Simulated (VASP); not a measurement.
Li16H (a cell with a defect): single point with PBE

The system is Li16H (a cell with a defect).

```
Li H
1.0
     6.98000    0.00000    0.00000
     0.00000    6.98000    0.00000
     0.00000    0.00000    6.98000
Li H
16 1
Cartesian
  0.0509 0.0017 0.0671
  3.3288 0.0004 0.2869
  -0.0784 3.4915 -0.1050
  0.2392 0.0039 3.3428
  1.7475 1.9145 1.7481
  3.6360 3.4911 -0.0572
  3.3208 0.0025 3.2927
  5.2977 1.8146 1.7910
  -0.0482 3.4928 3.6594
  1.7489 5.0650 1.7448
  1.7976 1.7746 5.2864
  3.5626 3.4925 3.5729
  5.2987 5.1680 1.7909
  5.1916 1.5544 5.2154
  1.7973 5.2077 5.2853
  5.1919 5.4289 5.2149
  1.9374 -0.0012 1.8986
```

```
Program             : VASP 6.6.1
Task                : single point
Functional          : PBE
Potentials or basis : VASP PAW PBE potentials, release 64 (Li_sv, H)
Cutoff              : 520 eV
k mesh              : 3 × 3 × 3
Occupations         : gaussian, width 0.15 eV
Spin                : no spin polarisation
```

```yaml
Largest_force: 0.037 eV/Å
Band_gap_on_the_k_mesh: zero (an odd number of electrons rules out a gap without spin polarisation)
```

Forces in eV/Å, atoms in the order of the input:
```
Li   0.028 -0.001  0.019
Li   0.003  0.001 -0.014
Li  -0.005  0.000 -0.003
Li   0.011 -0.005 -0.006
Li  -0.004  0.011  0.005
Li   0.001  0.000  0.000
Li   0.004 -0.003  0.014
Li  -0.007 -0.011  0.000
Li  -0.001 -0.003  0.001
Li  -0.006 -0.007  0.009
Li   0.000 -0.001  0.003
Li   0.002 -0.002  0.001
Li  -0.008  0.013  0.000
Li   0.005 -0.003 -0.004
Li  -0.001  0.005  0.003
Li   0.005  0.002 -0.003
H   -0.028  0.005 -0.024
```

Levels at points of the mesh, in eV from the Fermi level:
| k point | band 20 | band 21 | band 22 | band 23 | band 24 | band 25 | band 26 | band 27 | band 28 | band 29 |
| --- | --- | --- | --- | --- | --- | --- | --- | --- | --- | --- |
| (0.00, 0.00, 0.00) | -1.17 | -1.16 | -1.12 | -1.06 | -0.32 | 0.24 | 0.26 | 0.26 | 0.27 | 0.29 |

It took 7.9 min on 1 thread of Oxide Virtual Turin-like Processor (shared host), peak memory 0.38 GiB.
